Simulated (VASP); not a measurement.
# Cs2AgBiBr6 (Fm-3m) in VASP: a series of runs

The runs below take Cs2AgBiBr6 through single point, with PBE.

All numbers are computed with VASP 6.6.1; they aren't measurements. Logs are shortened: lines on timing, memory, paths and dates and some standing lists are left out, and cuts for length are marked.

### 1 The cell of the first run

It takes space group Fm-3m (No. 225, cubic). The conventional cell has a = 11.250 Å, b = 11.250 Å, c = 11.250 Å, α = 90.00°, β = 90.00°, γ = 90.00°. Cs (site symmetry -43m) has 12 Br at 3.98 Å and 4 Ag at 4.87 Å and 4 Bi at 4.87 Å within 5.2 Å. Within 3.7 Å of Ag (site symmetry m-3m) lie 6 Br at 2.80 Å. Bi (site symmetry m-3m) has 6 Br at 2.83 Å within 3.7 Å. Within 3.7 Å of Br (site symmetry 4mm) lie 1 Ag at 2.80 Å and 1 Bi at 2.83 Å.

### 2 Single point, PBE (volume changed by -6%)

The input, INCAR:

```
PREC = Accurate
ENCUT = 520
EDIFF = 1E-6
ISMEAR = 0
SIGMA = 0.01
LREAL = F
LASPH = T
NELM = 100
ALGO = Normal
ISIF = 2
LWAVE = F
LCHARG = F
GGA = PE
NBANDS = 54
```

The input, KPOINTS:

```
regular mesh
0
Gamma
  4 4 4
```

The input, POSCAR:

```
Cs2AgBiBr6
1.0
    0.0000000000      5.6247936509      5.6247936509
    5.6247936509      0.0000000000      5.6247936509
    5.6247936509      5.6247936509      0.0000000000
Cs Ag Bi Br
2 1 1 6
Direct
    0.2500000000      0.2500000000      0.2500000000
    0.7500000000      0.7500000000      0.7500000000
    0.5000000000      0.5000000000      0.5000000000
    0.0000000000      0.0000000000      0.0000000000
    0.2513065120      0.7486934880      0.2513065120
    0.2513065120      0.7486934880      0.7486934880
    0.7486934880      0.2513065120      0.7486934880
    0.7486934880      0.2513065120      0.2513065120
    0.2513065120      0.2513065120      0.7486934880
    0.7486934880      0.7486934880      0.2513065120
```

Potentials or basis: VASP PAW PBE potentials, release 64 (Cs_sv, Ag, Bi_d, Br).

Launch:

```sh
cat potpaw_PBE.64/Cs_sv/POTCAR potpaw_PBE.64/Ag/POTCAR potpaw_PBE.64/Bi_d/POTCAR potpaw_PBE.64/Br/POTCAR > POTCAR
mpirun -np 1 vasp_std > vasp.out
```

OUTCAR:

```text
PREC = Accurate
   ENCUT = 520
   EDIFF = 1E-6
   ISMEAR = 0
   LREAL = F
   LASPH = T
   NELM = 100
   ISIF = 2
   GGA = PE

 ion  position               nearest neighbor table
   1  0.250  0.250  0.250-
   2  0.750  0.750  0.750-
   3  0.500  0.500  0.500-   5 2.80   6 2.80   7 2.80   8 2.80   9 2.80  10 2.80
   4  0.000  0.000  0.000-   5 2.83   6 2.83   7 2.83   8 2.83   9 2.83  10 2.83
   5  0.251  0.749  0.251-   3 2.80   4 2.83
   6  0.251  0.749  0.749-   3 2.80   4 2.83
   7  0.749  0.251  0.749-   3 2.80   4 2.83
   8  0.749  0.251  0.251-   3 2.80   4 2.83
   9  0.251  0.251  0.749-   3 2.80   4 2.83
  10  0.749  0.749  0.251-   3 2.80   4 2.83

  LATTYP: Found a face centered cubic cell.
 ALAT       =    11.2495873018

  Lattice vectors:

 A1 = (   0.0000000000,   5.6247936509,   5.6247936509)
 A2 = (   5.6247936509,   0.0000000000,   5.6247936509)
 A3 = (   5.6247936509,   5.6247936509,   0.0000000000)

Analysis of symmetry for initial positions (statically):
=====================================================================
 Subroutine PRICEL returns:
 Original cell was already a primitive cell.

 Routine SETGRP: Setting up the symmetry group for a
 face centered cubic supercell.

 Subroutine GETGRP returns: Found 48 space group operations
 (whereof 48 operations were pure point group operations)
 out of a pool of 48 trial point group operations.

The static configuration has the point symmetry O_h .

Analysis of symmetry for dynamics (positions and initial velocities):
=====================================================================
 Subroutine PRICEL returns:
 Original cell was already a primitive cell.

 Routine SETGRP: Setting up the symmetry group for a
 face centered cubic supercell.

 Subroutine GETGRP returns: Found 48 space group operations
 (whereof 48 operations were pure point group operations)
 out of a pool of 48 trial point group operations.

The dynamic configuration has the point symmetry O_h .

 Subroutine INISYM returns: Found 48 space group operations
 (whereof 48 operations are pure point group operations),
 and found     1 'primitive' translations

----------------------------------------------------------------------------------------

                                     Primitive cell

  volume of cell :     355.9179
[... 94 lines left out ...]
   ISIF   =      2    stress and relaxation
   ISYM   =      2    0-nonsym 1-usesym 2-fastsym
   POTIM  = 0.5000    time-step for ionic-motion
   TEBEG  =    0.0;   TEEND  =   0.0 temperature during run
   PSTRESS=    0.0 pullay stress
   NELECT =      86.0000    total number of electrons
   NUPDOWN=      -1.0000    fix difference up-down
   EMIN   =  10.00;   EMAX   =-10.00  energy-range for DOS
   EFERMI =   0.00;   METHOD = LEGACY
   ISMEAR =     0;   SIGMA  =   0.01  broadening in eV -4-tet -1-fermi 0-gaus
   EFERMI_NEDOS =   21; number of points for ismear=-14 and -15
   IALGO  =     38    algorithm
   IMIX   =      4    mixing-type and parameters
     AMIX     =   0.40;   BMIX     =  1.00
     AMIX_MAG =   1.60;   BMIX_MAG =  1.00
  volume/ion in A,a.u.               =      35.59       240.19
  Fermi-wavevector in a.u.,A,eV,Ry     =   1.019665  1.926888 14.146218  1.039718
  Thomas-Fermi vector in A             =   2.153192
   LORBIT       =      0    0 simple, 1 ext, 2 COOP (PROOUT), +10 PAW based schemes
   GGA     = PE    functional components
   LHFCALC =     F    Hartree Fock is set to
   AEXX    =    0.0000 exact exchange contribution
   IVDW    =     0    specifies the selected vdW correction
   LEPSILON=     F    determine dielectric tensor
   LRPA    =     F    only Hartree local field effects (RPA)
 non-spin polarized calculation
 Gauss-broadening in eV      SIGMA  =   0.01
  energy-cutoff  :      520.00
  volume of cell :      355.92
 maximum number of plane-waves:      9620
   NGX = 29   NGY = 29   NGZ = 29

 number of electron      86.0000007 magnetization

 Free energy of the ion-electron system (eV)
  ---------------------------------------------------
  ext. energy  EPLUGINS =         0.00000000
  ---------------------------------------------------
  free energy    TOTEN  =       -29.50761354 eV

  energy without entropy =      -29.50761354  energy(sigma->0) =      -29.50761354

 E-fermi :   1.4393     XC(G=0):  -8.1459

 val. band max:        1.3900425947   @ k =   0.5000   0.5000   0.0000
 cond. band min:       2.6518160049   @ k =   0.5000   0.0000   0.0000
 fundamental gap:      1.2617734102
 Fermi energy:         1.4392632365

 k-point     1 :       0.0000    0.0000    0.0000
  band No.  band energies     occupation
      1     -21.7230      2.00000
      2     -21.7230      2.00000
      3     -21.6852      2.00000
      4     -21.6852      2.00000
      5     -21.6852      2.00000
      6     -19.3971      2.00000
[... 445 lines left out ...]
     53       7.4381      0.00000
     54       7.7440      0.00000

------------------------ aborting loop because EDIFF is reached ----------------------------------------

  FORCE on cell =-STRESS in cart. coord.  units (eV):
  Direction    XX          YY          ZZ          XY          YZ          ZX
  --------------------------------------------------------------------------------------
  -------------------------------------------------------------------------------------
  Total        3.6341564      3.6341564      3.6341564      0.0000000      0.0000000     -0.0000000
  in kB       16.3592888     16.3592888     16.3592888      0.0000000      0.0000000     -0.0000000
  external PRESSURE =      16.3592888 kB  Pullay stress =       0.0000000 kB

 VOLUME and BASIS-vectors are now :
 -----------------------------------------------------------------------------
  energy-cutoff  :      520.00
  volume of cell :      355.92
      direct lattice vectors                 reciprocal lattice vectors
     0.000000000  5.624793651  5.624793651    -0.088892150  0.088892150  0.088892150
     5.624793651  0.000000000  5.624793651     0.088892150 -0.088892150  0.088892150
     5.624793651  5.624793651  0.000000000     0.088892150  0.088892150 -0.088892150

 POSITION                                       TOTAL-FORCE (eV/Angst)
 -----------------------------------------------------------------------------------
      2.81240      2.81240      2.81240        -0.000000      0.000000      0.000000
      8.43719      8.43719      8.43719         0.000000      0.000000      0.000000
      5.62479      5.62479      5.62479         0.000000      0.000000      0.000000
      0.00000      0.00000      0.00000         0.000000      0.000000      0.000000
      5.62479      2.82709      5.62479         0.000000      0.195640      0.000000
      8.42249      5.62479      5.62479        -0.195640      0.000000      0.000000
      5.62479      8.42249      5.62479         0.000000     -0.195640      0.000000
      2.82709      5.62479      5.62479         0.195640      0.000000      0.000000
      5.62479      5.62479      2.82709         0.000000      0.000000      0.195640
      5.62479      5.62479      8.42249         0.000000      0.000000     -0.195640
 -----------------------------------------------------------------------------------
    total drift:                               -0.000000     -0.000000      0.000000

  FREE ENERGIE OF THE ION-ELECTRON SYSTEM (eV)
  ---------------------------------------------------
  free  energy   TOTEN  =       -29.5076135355 eV

  energy  without entropy=      -29.5076135355  energy(sigma->0) =      -29.50761354
```

stdout:

```text
POSCAR found type information on POSCAR CsAgBiBr
 POSCAR found :  4 types and      10 ions
 scaLAPACK will be used
 LDA part: xc-table for (Slater+PW92), standard interpolation
 POSCAR, INCAR and KPOINTS ok, starting setup
 FFT: planning ... GRIDC
 FFT: planning ... GRID_SOFT
 FFT: planning ... GRID
 WAVECAR not read
 entering main loop
```

Run time: 5.2 min. Hardware: 1 thread of Intel Xeon Platinum 8259CL at 2.50GHz (Skylake/Cascade Lake), shared host; peak memory 0.6 GiB.

What came out:

```yaml
Free_energy: -29.5076 eV
Pressure: 1.6 GPa
Largest_force: 0.196 eV/Å
Band_gap_on_the_k_mesh: 1.26 eV, indirect (least direct gap 2.45 eV)
```

Forces in eV/Å, atoms in the order of the input:
```
Cs   0.000  0.000  0.000
Cs   0.000  0.000  0.000
Ag   0.000  0.000  0.000
Bi   0.000  0.000  0.000
Br   0.000  0.196  0.000
Br  -0.196  0.000  0.000
Br   0.000 -0.196  0.000
Br   0.196  0.000  0.000
Br   0.000  0.000  0.196
Br   0.000  0.000 -0.196
```

Caveat: the cell differs from its parent crystal (volume changed by -6%); spin-orbit coupling is left out, which moves the levels of the heavy elements. A k mesh can miss the band edges.

### 3 Single point, PBE

This run uses another cell than the first one, of 36.51 Å³/atom, 1.026 times its volume.

The input, INCAR:

```
SYSTEM = Cs2AgBiBr6
PREC = Accurate
ENCUT = 520
EDIFF = 1E-6
ISMEAR = 0
SIGMA = 0.01
LREAL = .FALSE.
LASPH = .TRUE.
NELM = 60
ALGO = Normal
ISIF = 2
LWAVE = .FALSE.
LCHARG = .TRUE.
GGA = PE
LELF = .TRUE.
LVHAR = .TRUE.
NBANDS = 54
```

The input, KPOINTS:

```
Automatic mesh
0
G
  4 4 4
  0 0 0
```

The input, POSCAR:

```
Cs2AgBiBr6
1.0
    0.0000000000      5.6728028979      5.6728028979
    5.6728028979      0.0000000000      5.6728028979
    5.6728028979      5.6728028979      0.0000000000
Cs Ag Bi Br
2 1 1 6
Direct
    0.2500000000      0.2500000000      0.2500000000
    0.7500000000      0.7500000000      0.7500000000
    0.5000000000      0.5000000000      0.5000000000
    0.0000000000      0.0000000000      0.0000000000
    0.2518243557      0.7481756443      0.2518243557
    0.2518243557      0.7481756443      0.7481756443
    0.7481756443      0.2518243557      0.7481756443
    0.7481756443      0.2518243557      0.2518243557
    0.2518243557      0.2518243557      0.7481756443
    0.7481756443      0.7481756443      0.2518243557
```

Potentials or basis: VASP PAW PBE potentials, release 64 (Cs_sv, Ag, Bi_d, Br).

Launch:

```sh
cat potpaw_PBE.64/Cs_sv/POTCAR potpaw_PBE.64/Ag/POTCAR potpaw_PBE.64/Bi_d/POTCAR potpaw_PBE.64/Br/POTCAR > POTCAR
mpirun -np 1 vasp_std > vasp.out
```

Wall time 4.5 min (1 thread of Intel Xeon Platinum 8259CL at 2.50GHz (Skylake/Cascade Lake), shared host); peak memory 0.6 GiB.

The run converged. Its results:

| Property | Result |
| --- | --- |
| Free energy | -29.5836 eV |
| Pressure | 0.8 GPa |
| Largest force | 0.062 eV/Å |
| Band gap on the k mesh | 1.28 eV, indirect (least direct gap 2.43 eV) |

Forces in eV/Å, atoms in the order of the input:
```
Cs   0.000  0.000  0.000
Cs   0.000  0.000  0.000
Ag   0.000  0.000  0.000
Bi   0.000  0.000  0.000
Br   0.000  0.062  0.000
Br  -0.062  0.000  0.000
Br   0.000 -0.062  0.000
Br   0.062  0.000  0.000
Br   0.000  0.000  0.062
Br   0.000  0.000 -0.062
```

Levels at points of the mesh, in eV from the valence-band top:
| k point | band 39 | band 40 | band 41 | band 42 | band 43 | band 44 | band 45 | band 46 | band 47 | band 48 |
| --- | --- | --- | --- | --- | --- | --- | --- | --- | --- | --- |
| (0.00, 0.00, 0.00) | -1.12 | -1.12 | -1.12 | -0.61 | -0.61 | 2.29 | 2.29 | 2.29 | 3.67 | 4.65 |
| (0.50, 0.00, 0.00) | -1.41 | -1.41 | -1.35 | -1.16 | -1.16 | 1.28 | 3.59 | 3.59 | 4.99 | 5.14 |
| (0.50, 0.50, 0.00) | -1.46 | -1.46 | -1.13 | -0.61 | 0.00 | 2.75 | 2.75 | 3.09 | 4.37 | 5.30 |

Caveat: spin-orbit coupling is left out, which moves the levels of the heavy elements. A k mesh can miss the band edges.

### 4 Single point, PBE (volume changed by -3%)

The input, INCAR:

```
  ALGO = Normal
  EDIFF = 1E-6
  ENCUT = 520
  GGA = PE
  ISIF = 2
  ISMEAR = 0
  LASPH = T
  LCHARG = F
  LREAL = F
  LWAVE = F
  NBANDS = 54
  NELM = 80
  PREC = Accurate
  SIGMA = 0.01
```

The input, KPOINTS:

```
k-points
0
Gamma
  4 4 4
```

The input, POSCAR:

```
Cs2AgBiBr6
1.0
    0.0000000000      5.6840063565      5.6840063565
    5.6840063565      0.0000000000      5.6840063565
    5.6840063565      5.6840063565      0.0000000000
Cs Ag Bi Br
2 1 1 6
Direct
    0.2500000000      0.2500000000      0.2500000000
    0.7500000000      0.7500000000      0.7500000000
    0.5000000000      0.5000000000      0.5000000000
    0.0000000000      0.0000000000      0.0000000000
    0.2513065120      0.7486934880      0.2513065120
    0.2513065120      0.7486934880      0.7486934880
    0.7486934880      0.2513065120      0.7486934880
    0.7486934880      0.2513065120      0.2513065120
    0.2513065120      0.2513065120      0.7486934880
    0.7486934880      0.7486934880      0.2513065120
```

Launch:

```sh
cat potpaw_PBE.64/Cs_sv/POTCAR potpaw_PBE.64/Ag/POTCAR potpaw_PBE.64/Bi_d/POTCAR potpaw_PBE.64/Br/POTCAR > POTCAR
mpirun -np 1 vasp_std > vasp.out
```

Run time: 4 min. Hardware: 1 thread of Intel Xeon Platinum 8259CL at 2.50GHz (Skylake/Cascade Lake), shared host; peak memory 0.6 GiB.

It converged, with:

```
Free energy            : -29.5917 eV
Pressure               : 0.7 GPa
Largest force          : 0.094 eV/Å
Band gap on the k mesh : 1.30 eV, indirect (least direct gap 2.44 eV)
```

Forces in eV/Å, atoms in the order of the input:
```
Cs   0.000  0.000  0.000
Cs   0.000  0.000  0.000
Ag   0.000  0.000  0.000
Bi   0.000  0.000  0.000
Br   0.000  0.094  0.000
Br  -0.094  0.000  0.000
Br   0.000 -0.094  0.000
Br   0.094  0.000  0.000
Br   0.000  0.000  0.094
Br   0.000  0.000 -0.094
```

Levels at points of the mesh, in eV from the valence-band top:
```csv
k point,band 40,band 41,band 42,band 43,band 44,band 45,band 46,band 47
"(0.00, 0.00, 0.00)",-1.09,-1.09,-0.61,-0.61,2.32,2.32,2.32,3.67
"(0.50, 0.00, 0.00)",-1.38,-1.32,-1.15,-1.15,1.30,3.60,3.60,5.00
"(0.50, 0.50, 0.00)",-1.43,-1.11,-0.61,0.00,2.78,2.78,3.12,4.33
```

Caveat: the cell differs from its parent crystal (volume changed by -3%); spin-orbit coupling is left out, which moves the levels of the heavy elements.

### 5 Single point, PBE

This run uses another cell than the first one, of 37.86 Å³/atom, 1.064 times its volume.

The input, INCAR:

```
SYSTEM = Cs2AgBiBr6
ALGO = Normal
EDIFF = 1E-7
ENCUT = 520
GGA = PE
ISIF = 2
ISMEAR = 0
LASPH = .TRUE.
LCHARG = .FALSE.
LREAL = .FALSE.
LWAVE = .FALSE.
NBANDS = 54
NELM = 60
PREC = Accurate
SIGMA = 0.01
```

The input, KPOINTS:

```
k-points
0
G
  4 4 4
  0 0 0
```

POSCAR, as its differences from that of step 4:

```diff
@@ -2,5 +2,5 @@
 1.0
-    0.0000000000      5.6840063565      5.6840063565
-    5.6840063565      0.0000000000      5.6840063565
-    5.6840063565      5.6840063565      0.0000000000
+    0.0000000000      5.7420104275      5.7420104275
+    5.7420104275      0.0000000000      5.7420104275
+    5.7420104275      5.7420104275      0.0000000000
 Cs Ag Bi Br
```

Launch:

```sh
cat potpaw_PBE.64/Cs_sv/POTCAR potpaw_PBE.64/Ag/POTCAR potpaw_PBE.64/Bi_d/POTCAR potpaw_PBE.64/Br/POTCAR > POTCAR
mpirun -np 1 vasp_std > vasp.out
```

Wall time 4.2 min (1 thread of Intel Xeon Platinum 8259CL at 2.50GHz (Skylake/Cascade Lake), shared host); peak memory 0.56 GiB.

The run converged. Its results:

```yaml
Free_energy: -29.6164 eV
Pressure: 0.0 GPa
Band_gap_on_the_k_mesh: 1.33 eV, indirect (least direct gap 2.38 eV)
```

Forces on the atoms (eV/Å):
```
Cs   0.000  0.000  0.000
Cs   0.000  0.000  0.000
Ag   0.000  0.000  0.000
Bi   0.000  0.000  0.000
Br   0.000  0.003  0.000
Br  -0.003  0.000  0.000
Br   0.000 -0.003  0.000
Br   0.003  0.000  0.000
Br   0.000  0.000  0.003
Br   0.000  0.000 -0.003
```

Levels at points of the mesh, in eV from the valence-band top:
| k point | band 39 | band 40 | band 41 | band 42 | band 43 | band 44 | band 45 | band 46 | band 47 | band 48 |
| --- | --- | --- | --- | --- | --- | --- | --- | --- | --- | --- |
| (0.00, 0.00, 0.00) | -0.98 | -0.98 | -0.98 | -0.55 | -0.55 | 2.34 | 2.34 | 2.34 | 3.71 | 4.82 |
| (0.50, 0.00, 0.00) | -1.26 | -1.25 | -1.25 | -1.05 | -1.05 | 1.33 | 3.54 | 3.54 | 5.05 | 5.22 |
| (0.50, 0.50, 0.00) | -1.32 | -1.32 | -0.99 | -0.56 | 0.00 | 2.77 | 2.77 | 3.08 | 4.28 | 5.35 |

Caveat: spin-orbit coupling is left out, which moves the levels of the heavy elements. PBE gaps usually lie below the measured ones, often by a third to a half.

### 6 Single point, PBE (volume changed by +3%)

The input, INCAR:

```
PREC = Accurate ; ENCUT = 520
EDIFF = 1E-6 ; ISMEAR = 0
SIGMA = 0.01 ; LREAL = F
LASPH = T ; NELM = 60
ALGO = Normal ; ISIF = 2
LWAVE = F ; LCHARG = F
GGA = PE ; NBANDS = 54
```

The input, KPOINTS:

```
regular mesh
0
Gamma
  4 4 4
```

POSCAR, as its differences from that of step 5:

```diff
@@ -2,5 +2,5 @@
 1.0
-    0.0000000000      5.7420104275      5.7420104275
-    5.7420104275      0.0000000000      5.7420104275
-    5.7420104275      5.7420104275      0.0000000000
+    0.0000000000      5.7988657135      5.7988657135
+    5.7988657135      0.0000000000      5.7988657135
+    5.7988657135      5.7988657135      0.0000000000
 Cs Ag Bi Br
```

Potentials or basis: VASP PAW PBE potentials, release 64 (Cs_sv, Ag, Bi_d, Br).

Launch:

```sh
cat potpaw_PBE.64/Cs_sv/POTCAR potpaw_PBE.64/Ag/POTCAR potpaw_PBE.64/Bi_d/POTCAR potpaw_PBE.64/Br/POTCAR > POTCAR
mpirun -np 1 vasp_std > vasp.out
```

It took 4.6 min on 1 thread of Intel Xeon Platinum 8259CL at 2.50GHz (Skylake/Cascade Lake), shared host; peak memory 0.67 GiB.

Results (log left out):

```
Free energy            : -29.5916 eV
Pressure               : -0.7 GPa
Largest force          : 0.081 eV/Å
Band gap on the k mesh : 1.36 eV, indirect (least direct gap 2.31 eV)
```

Forces in eV/Å, atoms in the order of the input:
```
Cs   0.000  0.000  0.000
Cs   0.000  0.000  0.000
Ag   0.000  0.000  0.000
Bi   0.000  0.000  0.000
Br   0.000 -0.081  0.000
Br   0.081  0.000  0.000
Br   0.000  0.081  0.000
Br  -0.081  0.000  0.000
Br   0.000  0.000 -0.081
Br   0.000  0.000  0.081
```

Levels at points of the mesh, in eV from the valence-band top:
| k point | band 39 | band 40 | band 41 | band 42 | band 43 | band 44 | band 45 | band 46 | band 47 | band 48 |
| --- | --- | --- | --- | --- | --- | --- | --- | --- | --- | --- |
| (0.00, 0.00, 0.00) | -0.87 | -0.87 | -0.87 | -0.51 | -0.51 | 2.35 | 2.35 | 2.35 | 3.74 | 4.87 |
| (0.50, 0.00, 0.00) | -1.14 | -1.14 | -1.13 | -0.95 | -0.95 | 1.36 | 3.47 | 3.47 | 5.10 | 5.28 |
| (0.50, 0.50, 0.00) | -1.21 | -1.21 | -0.89 | -0.51 | 0.00 | 2.75 | 2.75 | 3.04 | 4.22 | 5.39 |

Caveat: the cell differs from its parent crystal (volume changed by +3%); spin-orbit coupling is left out, which moves the levels of the heavy elements. A k mesh can miss the band edges.

### 7 The runs side by side

| cell | gap on the mesh (eV) | pressure (GPa) | largest force (eV/Å) |
| --- | --- | --- | --- |
| a = 7.955 Å, angles 60.0°, 10 atoms | 1.26 | 1.6 | 0.20 |
| a = 8.023 Å, angles 60.0°, 10 atoms | 1.28 | 0.8 | 0.06 |
| a = 8.038 Å, angles 60.0°, 10 atoms | 1.30 | 0.7 | 0.09 |
| a = 8.120 Å, angles 60.0°, 10 atoms | 1.33 | 0.0 | - |
| a = 8.201 Å, angles 60.0°, 10 atoms | 1.36 | -0.7 | 0.08 |

Alike in all rows: task single point; level PBE; potentials or basis VASP PAW PBE potentials, release 64 (Cs_sv, Ag, Bi_d, Br); no spin polarisation; k mesh 4 × 4 × 4; cutoff (eV) 520; smearing gaussian 0.01 eV.

Caveats: spin-orbit coupling is left out, which moves the levels of the heavy elements.

Total energies depend on the potentials used, so only differences within one code and one set of settings carry meaning.
